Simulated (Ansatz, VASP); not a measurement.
## Two plane-wave programs on ZnGaP

INCAR

```
PREC = Accurate ; ENCUT = 600
EDIFF = 1E-6 ; ISMEAR = 0
SIGMA = 0.1 ; LREAL = F
LASPH = T ; NELM = 100
ALGO = Normal ; ISIF = 3
LWAVE = F ; LCHARG = F
GGA = PE ; IBRION = 2
NSW = 100 ; EDIFFG = -0.01
```

File KPOINTS:

```
Automatic mesh
0
Gamma
  12 12 10
```

The input POSCAR:

```
ZnGaP
1.0
    3.8495822715      0.0000000000      0.0000000000
    0.0000000000      3.8495822715      0.0000000000
    0.0000000000      0.0000000000      4.4529246105
Zn Ga P
1 1 1
Direct
    0.5000000000      0.5000000000      0.0000000000
    0.0000000000      0.0000000000      0.0000000000
    0.5000000000      0.5000000000      0.5000000000
```

Input for Ansatz:

```yaml
crystal:
  lattice:
    - [3.8495822715, 0.0, 0.0]
    - [0.0, 3.8495822715, 0.0]
    - [0.0, 0.0, 4.4529246105]
  atoms:
    - { symbol: Zn, position: [0.5, 0.5, 0.0] }
    - { symbol: Ga, position: [0.0, 0.0, 0.0] }
    - { symbol: P, position: [0.5, 0.5, 0.5] }
basis:
  ecutwfc: 420
kpoints:
  mp_grid: { grid: [12, 12, 10] }
hamiltonian:
  xc: pbe
scf:
  occupations: { method: gaussian, width: 0.1 }
output:
  forces: true
  stress: true
  eigenvalues: true
relax:
  adjacent_minimum: "off"
  f_tol: 0.01
  max_steps: 80
  cell: { stress_tol: 0.05 }
```

Change from the starting cell: species swapped into the TmCoC type (Pmmm, No. 47).

Alike in both runs: task relaxation of cell and atoms; functional PBE; k mesh 12 × 12 × 10; occupations gaussian, width 0.1 eV; no spin polarisation.

|  | VASP | Ansatz |
| --- | --- | --- |
| version | VASP 6.6.1 | Ansatz 0.2.0 |
| potentials or method | VASP PAW PBE potentials, release 64 (Zn, Ga_d, P), cutoff 600 eV | scalar-relativistic, plane waves, PAW |
| valence electrons in the cell | 30 | 30 |

Ansatz gave:

```
gap on the k mesh at the Fermi level, each at its own relaxed structure (eV) : none
relaxed volume (Å³/atom)                                                     : 21.63
relaxed cell length with the largest relative difference (Å)                 : 4.487
```

**Question.** Estimate VASP's values.

**Answer.** gap on the k mesh at the Fermi level, each at its own relaxed structure (eV): none; relaxed volume (Å³/atom): 21.68; relaxed cell length with the largest relative difference (Å): 4.493.

A gap of «none» marks a metal or a gap that the smearing closes.
